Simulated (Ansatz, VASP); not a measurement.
# Two plane-wave programs on ZnO

INCAR

```
SYSTEM = ZnO
PREC = Accurate
ENCUT = 520
EDIFF = 1E-7
ISMEAR = 0
SIGMA = 0.05
LREAL = .False.
LASPH = .True.
NELM = 100
ALGO = Normal
ISIF = 2
LWAVE = .False.
LCHARG = .False.
NBANDS = 26
```

The input KPOINTS:

```
Automatic mesh
0
Gamma
  12 12 6
  0 0 0
```

Contents of POSCAR:

```
ZnO
1.0
    3.1064546507      0.0000000000      0.0000000000
   -1.5532273253      2.6902686432      0.0000000000
    0.0000000000      0.0000000000      5.4244911111
Zn O
2 2
Direct
    0.3333333333      0.6666666667      0.0018514197
    0.6666666667      0.3333333333      0.5018514197
    0.3333333333      0.6666666667      0.3802485803
    0.6666666667      0.3333333333      0.8802485803
```

Input for Ansatz:

```yaml
crystal:
  lattice:
    - [3.1064546507, 0.0, 0.0]
    - [-1.5532273253, 2.6902686432, 0.0]
    - [0.0, 0.0, 5.4244911111]
  atoms:
    - { symbol: Zn, position: [0.3333333333, 0.6666666667, 0.0018514197] }
    - { symbol: Zn, position: [0.6666666667, 0.3333333333, 0.5018514197] }
    - { symbol: O, position: [0.3333333333, 0.6666666667, 0.3802485803] }
    - { symbol: O, position: [0.6666666667, 0.3333333333, 0.8802485803] }
basis:
  ecutwfc: 520.0
kpoints:
  mp_grid: { grid: [12, 12, 6] }
hamiltonian:
  xc: lda
  pseudopotentials: { kind: paw, azcp: { folder: soft_1 } }
scf:
  occupations: { method: gaussian, width: 0.05 }
output:
  forces: true
  stress: true
  eigenvalues: true
```

Alike in both runs: task single point; functional LDA; k mesh 12 × 12 × 6; occupations gaussian, width 0.05 eV; no spin polarisation.

```csv
,VASP,Ansatz
version,VASP 6.6.1,Ansatz 0.2.0
potentials or method,"VASP PAW LDA potentials, release 64 (Zn, O), cutoff 520 eV","scalar-relativistic, plane waves, PAW"
valence electrons in the cell,36,36
```

|  | VASP | Ansatz | Ansatz less VASP |
| --- | --- | --- | --- |
| gap on the k mesh at the Fermi level (eV) | 0.64 | 0.63 | -0.011 |
| least direct gap on the mesh (eV) | 0.64 | 0.63 | -0.011 |
| pressure (GPa) | 2.6 | 1.3 | -1.33 |
| traceless stress, the component that is largest in VASP (GPa) | -12.55 | -12.06 | +0.488 |
| rms of the force components (eV/Å) | 0.362 | 0.335 | -0.0277 |

Ansatz warns that its potentials were made for another functional, while VASP's fit it. LDA's correlation is that of Perdew and Zunger in VASP and of Perdew and Wang (1992) in Ansatz. Atom by atom the forces differ by 0.028 eV/Å (rms over components).
